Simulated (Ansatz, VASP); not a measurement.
# SiC, level by level in two programs

```
Si C
1.0
     3.07600    0.00000    0.00000
    -1.53800    2.66389    0.00000
     0.00000    0.00000    5.04800
Si C
2 2
Direct
  0.66667 0.33333 0.50000
  0.33333 0.66667 0.00000
  0.66667 0.33333 0.88500
  0.33333 0.66667 0.38500
```

Single points on this cell with VASP 6.6.1 and Ansatz 0.2.0. Each row is one pair of runs. Alike in all rows: spin: off; k mesh: 10 × 10 × 5; VASP's potentials, cutoff: VASP PAW PBE potentials, release 64 (Si, C), 520 eV; Ansatz's potentials, cutoff: Ansatz PAW, 420 eV.

```csv
level,smearing,"gap on the k mesh at the Fermi level (eV), VASP","gap on the k mesh at the Fermi level (eV), Ansatz","least direct gap on the mesh (eV), VASP","least direct gap on the mesh (eV), Ansatz","pressure (GPa), VASP","pressure (GPa), Ansatz"
PBE+D4,"fermi-dirac, width 0.05 eV",2.48,2.48,4.08,4.08,-0.6,-0.5
BLYP,"fermi-dirac, width 0.05 eV",2.83,2.82,4.34,4.33,8.9,8.2
SVWN5,"fermi-dirac, width 0.05 eV",2.37,2.37,3.99,3.99,-2.8,-4.1
PBE,"gaussian, width 0.012 eV",2.48,2.48,4.08,4.08,3.6,3.7
PBE,"gaussian, width 0.016 eV",2.48,2.48,4.08,4.08,3.6,3.7
PBE,"gaussian, width 0.017 eV",2.48,2.48,4.08,4.08,3.6,3.7
PBE,"gaussian, width 0.018 eV",2.48,2.48,4.08,4.08,3.6,3.7
PBE,"gaussian, width 0.019 eV",2.48,2.48,4.08,4.08,3.6,3.7
```

Gap on the k mesh at the fermi level (eV): the two programs differ by at most 0.007; least direct gap on the mesh (eV): the two programs differ by at most 0.011; pressure (GPa): the two programs differ by at most 1.3.

Noted on Ansatz's runs: odd divisions of the mesh miss points on the zone boundary, where band edges often lie, so the gap on the mesh can be too wide.
